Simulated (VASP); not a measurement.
# BAs in VASP: single point with PBEsol

Aim: the single point of BAs with PBEsol.

All numbers are computed with VASP 6.6.1; they aren't measurements. Logs are shortened: lines on timing, memory, paths and dates and some standing lists are left out, and cuts for length are marked.

### 1 The cell of the first run

The cell holds a slab with vacuum, 6 atoms: a = 3.230 Å, b = 3.230 Å, c = 32.207 Å, α = 90.00°, β = 90.00°, γ = 120.00°.

### 2 Single point, PBEsol

INCAR reads:

```
  ALGO = Normal
  DIPOL = 0.5 0.5 0.669
  EDIFF = 1E-6
  ENCUT = 420
  GGA = PS
  GGA_COMPAT = False
  IDIPOL = 3
  ISIF = 2
  ISMEAR = 0
  LASPH = True
  LCHARG = False
  LDIPOL = True
  LREAL = False
  LWAVE = False
  NBANDS = 36
  NELM = 120
  NELMDL = -8
  PREC = Accurate
  SIGMA = 0.05
```

KPOINTS reads:

```
k-points
0
Gamma
  9 9 1
```

POSCAR reads:

```
BAs
1.0
    3.2300235054      0.0000000000      0.0000000000
   -1.6150117527      2.7972824105      0.0000000000
    0.0000000000      0.0000000000     32.2070166434
As B
3 3
Direct
    0.6666666667      0.3333333333      0.5708960320
    0.0000000000      0.0000000000      0.6587682137
    0.3333333333      0.6666666667      0.7479894786
    0.0000000000      0.0000000000      0.5940091275
    0.3333333333      0.6666666667      0.6803348586
    0.6666666667      0.3333333333      0.7616049463
```

Potentials or basis: VASP PAW PBE potentials, release 64 (As_d, B).

Command:

```bash
> cat potpaw_PBE.64/As_d/POTCAR potpaw_PBE.64/B/POTCAR > POTCAR
> mpirun -np 1 vasp_std > vasp.out
```

OUTCAR:

```text
EDIFF = 1E-6
   ENCUT = 420
   GGA = PS
   ISIF = 2
   ISMEAR = 0
   LASPH = True
   LREAL = False
   NELM = 120
   NELMDL = -8
   PREC = Accurate

 ion  position               nearest neighbor table
   1  0.667  0.333  0.571-   4 2.01   4 2.01   4 2.01
   2  0.000  0.000  0.659-   5 1.99   5 1.99   5 1.99   4 2.09
   3  0.333  0.667  0.748-   6 1.92   6 1.92   6 1.92   5 2.18
   4  0.000  0.000  0.594-   1 2.01   1 2.01   1 2.01   2 2.09
   5  0.333  0.667  0.680-   2 1.99   2 1.99   2 1.99   3 2.18
   6  0.667  0.333  0.762-   3 1.92   3 1.92   3 1.92

  LATTYP: Found a hexagonal cell.
 ALAT       =     3.2300235054
 C/A-ratio  =     9.9711400210

  Lattice vectors:

 A1 = (   3.2300235054,   0.0000000000,   0.0000000000)
 A2 = (  -1.6150117527,   2.7972824105,   0.0000000000)
 A3 = (   0.0000000000,   0.0000000000,  32.2070166434)

Analysis of symmetry for initial positions (statically):
=====================================================================
 Subroutine PRICEL returns:
 Original cell was already a primitive cell.

 Routine SETGRP: Setting up the symmetry group for a
 hexagonal supercell.

 Subroutine GETGRP returns: Found  6 space group operations
 (whereof  6 operations were pure point group operations)
 out of a pool of 24 trial point group operations.

The static configuration has the point symmetry C_3v.

Analysis of symmetry for dynamics (positions and initial velocities):
=====================================================================
 Subroutine PRICEL returns:
 Original cell was already a primitive cell.

 Routine SETGRP: Setting up the symmetry group for a
 hexagonal supercell.

 Subroutine GETGRP returns: Found  6 space group operations
 (whereof  6 operations were pure point group operations)
 out of a pool of 24 trial point group operations.

The dynamic configuration has the point symmetry C_3v.

 Subroutine INISYM returns: Found  6 space group operations
 (whereof  6 operations are pure point group operations),
 and found     1 'primitive' translations

----------------------------------------------------------------------------------------

                                     Primitive cell

  volume of cell :     290.9997

  direct lattice vectors                    reciprocal lattice vectors
     3.230023505  0.000000000  0.000000000     0.309595270  0.178744913  0.000000000
    -1.615011753  2.797282410  0.000000000     0.000000000  0.357489825  0.000000000
     0.000000000  0.000000000 32.207016643     0.000000000  0.000000000  0.031049135

  length of vectors
     3.230023505  3.230023505 32.207016643     0.357489825  0.357489825  0.031049135

  position of ions in fractional coordinates (direct lattice)
     0.666666667  0.333333333  0.570896032
     0.000000000  0.000000000  0.658768214
     0.333333333  0.666666667  0.747989479
     0.000000000  0.000000000  0.594009128
     0.333333333  0.666666667  0.680334859
     0.666666667  0.333333333  0.761604946

  ion indices of the primitive-cell ions
   primitive index   ion index
                 1           1
                 2           2
                 3           3
                 4           4
                 5           5
                 6           6

----------------------------------------------------------------------------------------

 KPOINTS: k-points

Automatic generation of k-mesh.
 Grid dimensions read from file:
 generate k-points for:    9    9    1

 Generating k-lattice:

  Cartesian coordinates                     Fractional coordinates (reciprocal lattice)
     0.034399474  0.019860546  0.000000000     0.111111111  0.000000000  0.000000000
     0.000000000  0.039721092  0.000000000     0.000000000  0.111111111  0.000000000
     0.000000000  0.000000000  0.031049135     0.000000000  0.000000000  1.000000000

  Length of vectors
     0.039721092  0.039721092  0.031049135

  Shift w.r.t. Gamma in fractional coordinates (k-lattice)
     0.000000000  0.000000000  0.000000000

 Subroutine IBZKPT returns following result:
 ===========================================

 Found     12 irreducible k-points:

 Following reciprocal coordinates:
            Coordinates               Weight
  0.000000  0.000000  0.000000      1.000000
  0.111111  0.000000  0.000000      6.000000
  0.222222  0.000000  0.000000      6.000000
  0.333333  0.000000  0.000000      6.000000
  0.444444  0.000000  0.000000      6.000000
  0.111111  0.111111  0.000000      6.000000
  0.222222  0.111111  0.000000     12.000000
  0.333333  0.111111  0.000000     12.000000
  0.444444  0.111111  0.000000      6.000000
  0.222222  0.222222  0.000000      6.000000
  0.333333  0.222222  0.000000     12.000000
  0.333333  0.333333  0.000000      2.000000
   k-points           NKPTS =     12   k-points in BZ     NKDIM =     12   number of bands    NBANDS=     36
   number of dos      NEDOS =    301   number of ions     NIONS =      6
   total plane-waves  NPLWV = 124416
   dimension x,y,z NGX =    24 NGY =   24 NGZ =  216
   dimension x,y,z NGXF=    48 NGYF=   48 NGZF=  432
   ions per type =               3   3
   NGX,Y,Z   is equivalent  to a cutoff of  12.35, 12.35, 11.15 a.u.
   NGXF,Y,Z  is equivalent  to a cutoff of  24.71, 24.71, 22.30 a.u.
 SYSTEM =  unknown system
   PREC   = accura    normal or accurate (medium, high low for compatibility)
   ISTART =      0    job   : 0-new  1-cont  2-samecut
   ICHARG =      2    charge: 1-file 2-atom 10-const
   ISPIN  =      1    spin polarized calculation?
   LNONCOLLINEAR =      F non collinear calculations
   LSORBIT =      F    spin-orbit coupling
   LASPH  =      T    aspherical Exc in radial PAW
   ENCUT  =  420.0 eV  30.87 Ry    5.56 a.u.   5.40  5.40 53.82*2*pi/ulx,y,z
   NELM   =    120;   NELMIN=  2; NELMDL= -8     # of ELM steps
   EDIFF  = 0.1E-05   stopping-criterion for ELM
   LREAL  =      F    real-space projection
   EDIFFG = 0.1E-04   stopping-criterion for IOM
   NSW    =      0    number of steps for IOM
   IBRION =     -1    ionic relax: 0-MD 1-quasi-New 2-CG
   NFREE  =      0    steps in history (QN), initial steepest desc. (CG)
   ISIF   =      2    stress and relaxation
   ISYM   =      2    0-nonsym 1-usesym 2-fastsym
   POTIM  = 0.5000    time-step for ionic-motion
   TEBEG  =    0.0;   TEEND  =   0.0 temperature during run
   PSTRESS=    0.0 pullay stress
   NELECT =      54.0000    total number of electrons
   NUPDOWN=      -1.0000    fix difference up-down
   EMIN   =  10.00;   EMAX   =-10.00  energy-range for DOS
   EFERMI =   0.00;   METHOD = LEGACY
   ISMEAR =     0;   SIGMA  =   0.05  broadening in eV -4-tet -1-fermi 0-gaus
   EFERMI_NEDOS =   21; number of points for ismear=-14 and -15
   IALGO  =     38    algorithm
   IMIX   =      4    mixing-type and parameters
     AMIX     =   0.40;   BMIX     =  1.00
     AMIX_MAG =   1.60;   BMIX_MAG =  1.00
  volume/ion in A,a.u.               =      48.50       327.29
  Fermi-wavevector in a.u.,A,eV,Ry     =   0.933774  1.764578 11.863388  0.871934
  Thomas-Fermi vector in A             =   2.060511
   LORBIT       =      0    0 simple, 1 ext, 2 COOP (PROOUT), +10 PAW based schemes
   GGA     = PS    functional components
   LHFCALC =     F    Hartree Fock is set to
   AEXX    =    0.0000 exact exchange contribution
   IVDW    =     0    specifies the selected vdW correction
   LEPSILON=     F    determine dielectric tensor
   LRPA    =     F    only Hartree local field effects (RPA)
 non-spin polarized calculation
 Gauss-broadening in eV      SIGMA  =   0.05
  energy-cutoff  :      420.00
  volume of cell :      291.00
 maximum number of plane-waves:      5795
 NGX is ok and might be reduce to    24
   NGX = 11   NGY = 11   NGZ =107

 dipolmoment           0.000000      0.000000      0.096173 electrons x Angstroem

 number of electron      54.0000021 magnetization

 dipolmoment           0.000000      0.000000     -0.068971 electrons x Angstroem

 Free energy of the ion-electron system (eV)
  ---------------------------------------------------
  ext. energy  EPLUGINS =         0.00000000
  ---------------------------------------------------
  free energy    TOTEN  =       -33.95210834 eV

  energy without entropy =      -33.94588763  energy(sigma->0) =      -33.94899798

 E-fermi :  -2.3974     XC(G=0):  -3.5712

 val. band max:       -2.4011602616   @ k =   0.4444   0.1111   0.0000
 cond. band min:      -2.3876454407   @ k =   0.3333   0.2222   0.0000
 fundamental gap:      0.0135148209
 Fermi energy:        -2.3974046892

 k-point     1 :       0.0000    0.0000    0.0000
  band No.  band energies     occupation
      1     -38.6001      2.00000
      2     -38.5624      2.00000
      3     -38.5624      2.00000
      4     -38.5351      2.00000
      5     -38.5351      2.00000
      6     -37.9741      2.00000
[... 28 lines left out ...]
     35       2.5983      0.00000
     36       2.6953      0.00000

 k-point     2 :       0.1111    0.0000    0.0000
  band No.  band energies     occupation
      1     -38.5987      2.00000
      2     -38.5627      2.00000
      3     -38.5615      2.00000
      4     -38.5354      2.00000
      5     -38.5335      2.00000
      6     -37.9730      2.00000
[... 28 lines left out ...]
     35       3.0226      0.00000
     36       3.2569      0.00000

 k-point     3 :       0.2222    0.0000    0.0000
  band No.  band energies     occupation
      1     -38.5954      2.00000
      2     -38.5635      2.00000
      3     -38.5598      2.00000
      4     -38.5359      2.00000
      5     -38.5288      2.00000
      6     -37.9722      2.00000
[... 28 lines left out ...]
     35       3.7395      0.00000
     36       3.8092      0.00000
[... 274 lines left out ...]
 k-point    11 :       0.3333    0.2222    0.0000
  band No.  band energies     occupation
      1     -38.5876      2.00000
      2     -38.5638      2.00000
      3     -38.5603      2.00000
      4     -38.5318      2.00000
      5     -38.5217      2.00000
      6     -37.9675      2.00000
[... 28 lines left out ...]
     35       5.2310      0.00000
     36       5.5445      0.00000

 k-point    12 :       0.3333    0.3333    0.0000
  band No.  band energies     occupation
      1     -38.5864      2.00000
      2     -38.5627      2.00000
      3     -38.5617      2.00000
      4     -38.5286      2.00000
      5     -38.5241      2.00000
      6     -37.9642      2.00000
[... 28 lines left out ...]
     35       5.9630      0.00000
     36       6.7049      0.00000

------------------------ aborting loop because EDIFF is reached ----------------------------------------

 vacuum level on the upper side and lower side of the slab       (xc-potential included)        -0.682         0.674

  FORCE on cell =-STRESS in cart. coord.  units (eV):
  Direction    XX          YY          ZZ          XY          YZ          ZX
  --------------------------------------------------------------------------------------
  -------------------------------------------------------------------------------------
  Total        8.3589482      8.3589482      1.2406199      0.0000000     -0.0000000      0.0000000
  in kB       46.0224486     46.0224486      6.8305684      0.0000000     -0.0000000      0.0000000
  external PRESSURE =      32.9584885 kB  Pullay stress =       0.0000000 kB

 VOLUME and BASIS-vectors are now :
 -----------------------------------------------------------------------------
  energy-cutoff  :      420.00
  volume of cell :      291.00
      direct lattice vectors                 reciprocal lattice vectors
     3.230023505  0.000000000  0.000000000     0.309595270  0.178744913  0.000000000
    -1.615011753  2.797282410  0.000000000     0.000000000  0.357489825  0.000000000
     0.000000000  0.000000000 32.207016643     0.000000000  0.000000000  0.031049135

 POSITION                                       TOTAL-FORCE (eV/Angst)
 -----------------------------------------------------------------------------------
      1.61501      0.93243     18.38686         0.000000      0.000000     -0.463469
      0.00000      0.00000     21.21696        -0.000000      0.000000      0.135426
     -0.00000      1.86485     24.09051        -0.000000     -0.000000      0.052927
      0.00000      0.00000     19.13126         0.000000      0.000000      0.257292
     -0.00000      1.86485     21.91156         0.000000      0.000000     -0.124960
      1.61501      0.93243     24.52902         0.000000     -0.000000      0.142784
 -----------------------------------------------------------------------------------
    total drift:                               -0.000001     -0.000001      0.002296

  FREE ENERGIE OF THE ION-ELECTRON SYSTEM (eV)
  ---------------------------------------------------
  free  energy   TOTEN  =       -33.9521083388 eV

  energy  without entropy=      -33.9458876277  energy(sigma->0) =      -33.94899798

 vacuum level on the upper side and lower side of the slab         1.959         3.340
```

It took 2.3 min on 1 thread of Intel Xeon Platinum 8488C (Sapphire Rapids), shared host; peak memory 0.37 GiB.

What came out:

- Free energy: -33.9521 eV
- Largest force: 0.463 eV/Å
- Band gap on the k mesh: zero (bands 27 and 28 overlap by 0.48 eV)

Forces on the atoms (eV/Å):
```
As   0.000  0.000 -0.463
As   0.000  0.000  0.135
As   0.000  0.000  0.053
B    0.000  0.000  0.257
B    0.000  0.000 -0.125
B    0.000  0.000  0.143
```

Levels at points of the mesh, in eV from the Fermi level:
```
           k point  band 24  band 25  band 26  band 27  band 28  band 29  band 30  band 31
(0.00, 0.00, 0.00)    -0.70    -0.70     0.47     0.47     1.26     3.95     4.02     4.45
```

Caveat: the PAW data sets were made with another functional, which shifts forces and pressure a little.
